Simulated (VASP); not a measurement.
# Si: relaxation of the atoms with LDA

The system is Si.

```
CELL_PARAMETERS angstrom
3.79634 0.00000 0.00000
-1.89817 3.28772 0.00000
0.00000 0.00000 6.38273
ATOMIC_POSITIONS crystal
Si 0.33333 0.66667 0.00117
Si 0.66667 0.33333 0.50117
Si 0.33333 0.66667 0.37283
Si 0.66667 0.33333 0.87283
```

This cell differs from its parent crystal: strained cell.

```yaml
Program: VASP 6.6.1
Task: relaxation of the atoms
Functional: LDA
Potentials_or_basis: VASP PAW LDA potentials, release 64 (Si)
Cutoff: 450 eV
k_mesh: 9 × 9 × 6
Occupations: gaussian, width 0.02 eV
Spin: no spin polarisation
Dipole_correction: no
Further_INCAR_settings: ALGO = Normal; EDIFF = 1e-07; IBRION = 2; EDIFFG = -0.002; NSW = 60
```

```
Energy gained by relaxing : 0.0 meV/atom
Ionic steps               : 3
Pressure after relaxing   : -1.1 GPa
Band gap on the k mesh    : 0.38 eV, indirect (least direct gap 1.12 eV)
```

Stress tensor (GPa, compression positive):
```
-0.14  0.00  0.00
 0.00 -0.14  0.00
 0.00  0.00 -2.99
```

Final structure:
```cif
data_structure
_symmetry_space_group_name_H-M 'P 1'
_symmetry_Int_Tables_number 1
_cell_length_a 3.7963
_cell_length_b 3.7963
_cell_length_c 6.3827
_cell_angle_alpha 90.000
_cell_angle_beta 90.000
_cell_angle_gamma 120.000
_cell_volume 79.66
loop_
_atom_site_label
_atom_site_type_symbol
_atom_site_fract_x
_atom_site_fract_y
_atom_site_fract_z
_atom_site_occupancy
Si1 Si 0.33333 0.66667 0.00101 1
Si2 Si 0.66667 0.33333 0.50101 1
Si3 Si 0.33333 0.66667 0.37299 1
Si4 Si 0.66667 0.33333 0.87299 1
```

Levels at points of the mesh, in eV from the valence-band top:
```csv
k point,band 4,band 5,band 6,band 7,band 8,band 9,band 10,band 11,band 12
"(0.00, 0.00, 0.00)",-1.46,-1.46,-0.49,0.00,0.00,1.12,1.99,2.00,2.00
"(0.00, 0.00, 0.50)",-4.42,-0.89,-0.89,-0.89,-0.89,1.86,1.86,2.96,2.96
```

Wall time 43 s on 1 thread of Intel Xeon 8259CL, on a shared host, peak memory 0.16 GiB.

Caveat: the cell differs from its parent crystal (strained cell). A k mesh can miss the band edges.
